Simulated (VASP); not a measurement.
Runs of VASP 6.6.1 on InSb. The structure is that of space group F-43m (No. 216), or close to it. The cells are those of the table. 

| cell | gap on the mesh (eV) | pressure (GPa) |
| --- | --- | --- |
| a = 4.673, b = 4.673, c = 4.581 Å, angles 60.7, 60.7, 58.7°, 2 atoms | none | 1.2 |
| a = 4.947 Å, angles 60.0°, 2 atoms | none | (b) |
| a = 4.214 Å, angles 60.0°, 2 atoms | 0.73 | (a) |
| a = 4.398 Å, angles 60.0°, 2 atoms | 0.54 | 11.4 |
| a = 4.856, b = 4.856, c = 4.764 Å, angles 60.6, 60.6, 58.7°, 2 atoms | none | -2.5 |
| a = 4.764 Å, angles 60.0°, 2 atoms | none | -1.5 |
| a = 4.307, b = 4.307, c = 4.214 Å, angles 60.7, 60.7, 58.6°, 2 atoms | 0.64 | 20.0 |

Alike in all rows: task single point; level PBE; potentials or basis VASP PAW PBE potentials, release 64 (In_d, Sb); no spin polarisation; k mesh 12 × 12 × 12; cutoff (eV) 520; smearing gaussian 0.15 eV.

**Question.** Estimate the missing entries.

**Answer.** (a) 25.6; (b) -4.0.

Caveats: spin-orbit coupling is left out, which moves the levels of the heavy elements.

A k mesh can miss the band edges, and the runs leave out spin-orbit coupling on In, Sb.

A gap of «none» marks levels without a gap at the run's occupations.
